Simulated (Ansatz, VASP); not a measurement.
## ZnS in VASP and in Ansatz

```
Zn S
1.0
     0.00000    2.68387    2.68387
     2.68387    0.00000    2.68387
     2.68387    2.68387    0.00000
Zn S
1 1
Direct
  0.75000 0.75000 0.75000
  0.00000 0.00000 0.00000
```

Alike in both runs: task single point; functional PBEsol-based global hybrid; k mesh 5 × 5 × 5; occupations fermi-dirac, width 0.05 eV; no spin polarisation.

```csv
,VASP,Ansatz
version,VASP 6.6.1,Ansatz 0.2.0
potentials or method,"VASP PAW PBE potentials, release 64 (Zn, S)",Ansatz PAW
plane-wave cutoff (eV),520,420
valence electrons in the cell,18,18
```

```csv
,VASP,Ansatz,Ansatz less VASP
gap on the k mesh at the Fermi level (eV),4.00,3.98,-0.022
least direct gap on the mesh (eV),4.00,3.98,-0.022
pressure (GPa),-0.3,-0.2,+0.09
```

VASP's potentials were made for PBE, not for PBEsol-based global hybrid.

Noted on Ansatz's run: odd divisions of the mesh miss points on the zone boundary, where band edges often lie, so the gap on the mesh can be too wide.
